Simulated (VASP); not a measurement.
Write the native input for VASP 6.6.1 that does the following.

* Task: single point
* Functional: PBEsol
* Potentials or basis: VASP PAW PBE potentials, release 64 (Ti_sv, Si)
* Cutoff: 520 eV
* k mesh: 10 × 10 × 10
* Occupations: gaussian, width 0.1 eV
* Spin: no spin polarisation
* Dipole correction: no
* Further INCAR settings: ALGO = Normal; EDIFF = 1e-06; NBANDS = 29

The structure of TiSi2 lies in POSCAR:

```
TiSi2
1.0
    0.0000000000      4.0910612951      4.2480470632
    2.3808780425      0.0000000000      4.2480470632
    2.3808780425      4.0910612951      0.0000000000
Ti Si
2 4
Direct
    0.7500000000      0.7500000000      0.7500000000
    0.5000000000      0.5000000000      0.5000000000
    0.0861670623      0.4138329377      0.0861670623
    0.4138329377      0.0861670623      0.4138329377
    0.1638329377      0.8361670623      0.1638329377
    0.8361670623      0.1638329377      0.8361670623
```

These files were run (other wordings do the same):

INCAR

```
PREC = Accurate
ENCUT = 520
EDIFF = 1E-6
ISMEAR = 0
SIGMA = 0.1
LREAL = F
LASPH = T
NELM = 80
ALGO = Normal
ISIF = 2
LWAVE = F
LCHARG = F
GGA = PS
NBANDS = 29
```

KPOINTS

```
regular mesh
0
Gamma
  10 10 10
```

Potentials or basis: VASP PAW PBE potentials, release 64 (Ti_sv, Si).

Launch:

```sh
$ cat potpaw_PBE.64/Ti_sv/POTCAR potpaw_PBE.64/Si/POTCAR > POTCAR
$ mpirun -np 1 vasp_std > vasp.out
```

It gave:

| Property | Result |
| --- | --- |
| Pressure | 0.2 GPa |
| Band gap on the k mesh | zero (bands 20 and 21 overlap by 1.88 eV) |

Caveat: the PAW data sets were made with another functional, which shifts forces and pressure a little.

Run time: 8.2 min on 1 thread of Intel(R) Xeon(R) Platinum 8259CL CPU @ 2.50GHz (Skylake/Cascade Lake) (shared host), peak memory 0.47 GiB.
